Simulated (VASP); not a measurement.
A run of VASP 6.6.1:

The input POSCAR:

```
CdS
1.0
    4.1649064916      0.0000000000      0.0000000000
   -2.0824532458      3.6069148262      0.0000000000
    0.0000000000      0.0000000000      6.7673656824
Cd S
2 2
Direct
    0.6666666667      0.3333333333      0.5000645668
    0.3333333333      0.6666666667      0.0000645668
    0.6666666667      0.3333333333      0.8769354332
    0.3333333333      0.6666666667      0.3769354332
```

Contents of INCAR.step1:

```
SYSTEM = CdS
PREC = Accurate
ENCUT = 520
ISMEAR = 0
SIGMA = 0.02
LREAL = .False.
LASPH = .True.
NELM = 80
NBANDS = 26
GGA = PE
ALGO = Normal
EDIFF = 1E-4
LWAVE = .True.
LCHARG = .False.
```

The input INCAR.step2:

```
SYSTEM = CdS
PREC = Accurate
ENCUT = 520
EDIFF = 1E-6
ISMEAR = 0
SIGMA = 0.02
LREAL = .False.
LASPH = .True.
NELM = 80
ALGO = Normal
ISIF = 2
LWAVE = .False.
LCHARG = .True.
METAGGA = R2SCAN
LMIXTAU = .True.
LELF = .True.
LVHAR = .True.
NBANDS = 26
ISTART = 1
```

KPOINTS

```
Automatic mesh
0
Gamma
  6 6 4
  0 0 0
```

Potentials or basis: VASP PAW PBE potentials, release 64 (Cd, S).

Run with:

```bash
$ cat potpaw_PBE.64/Cd/POTCAR potpaw_PBE.64/S/POTCAR > POTCAR
$ cp INCAR.step1 INCAR
$ mpirun -np 1 vasp_std > vasp.out
$ cp INCAR.step2 INCAR
$ mpirun -np 1 vasp_std > vasp.out
```

Hardware: 1 thread of Intel Xeon 8259CL, on a shared host.

Task: Estimate the wall time of this run.

Result: Wall time 4.6 min on 1 thread of Intel Xeon 8259CL (shared host), peak memory 0.25 GiB. Counts: k points 21.
